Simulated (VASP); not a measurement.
Set up this calculation in VASP 6.6.1, as the native input.

* Task: relaxation of cell and atoms
* Functional: PBE
* Potentials or basis: VASP PAW PBE potentials, release 64 (Zr_sv, Zn, N)
* Cutoff: 600 eV
* k mesh: 12 × 12 × 10
* Occupations: gaussian, width 0.1 eV
* Spin: no spin polarisation
* Dipole correction: no
* Further INCAR settings: ALGO = Normal; EDIFF = 1e-06; IBRION = 2; EDIFFG = -0.01; NSW = 100; ISIF = 3

The structure of ZrZnN lies in POSCAR:

```
ZrZnN
1.0
    3.5806674816      0.0000000000      0.0000000000
   -1.7903337408      3.1009490015      0.0000000000
    0.0000000000      0.0000000000      4.7346009584
Zr Zn N
1 1 1
Direct
    0.0000000000      0.0000000000      0.5000000000
    0.3333333333      0.6666666667      0.0000000000
    0.6666666667      0.3333333333      0.5000000000
```

The input as run:

INCAR

```
PREC = Accurate
ENCUT = 600
EDIFF = 1E-6
ISMEAR = 0
SIGMA = 0.1
LREAL = False
LASPH = True
NELM = 100
ALGO = Normal
ISIF = 3
LWAVE = False
LCHARG = False
GGA = PE
IBRION = 2
NSW = 100
EDIFFG = -0.01
```

KPOINTS

```
Automatic mesh
0
Gamma
  12 12 10
```

Potentials or basis: VASP PAW PBE potentials, release 64 (Zr_sv, Zn, N).

The run is started by

```bash
$ cat potpaw_PBE.64/Zr_sv/POTCAR potpaw_PBE.64/Zn/POTCAR potpaw_PBE.64/N/POTCAR > POTCAR
$ mpirun -np 1 vasp_std > vasp.out
```

It gave:

```json
{
 "Relaxed volume": "17.51 Å³/atom",
 "Relaxed cell": "a = 3.584 Å, b = 3.584 Å, c = 4.722 Å, α = 90.00°, β = 90.00°, γ = 120.00°",
 "Space group after relaxing (to 0.05 Å)": "P-6m2 (No. 187)",
 "Energy gained by relaxing": "0.1 meV/atom",
 "Ionic steps": "5",
 "Pressure after relaxing": "0.0 GPa"
}
```

Wall time 3.2 min on 1 thread of Intel(R) Xeon(R) 6975P-C (Granite Rapids), on a shared host, peak memory 0.31 GiB.
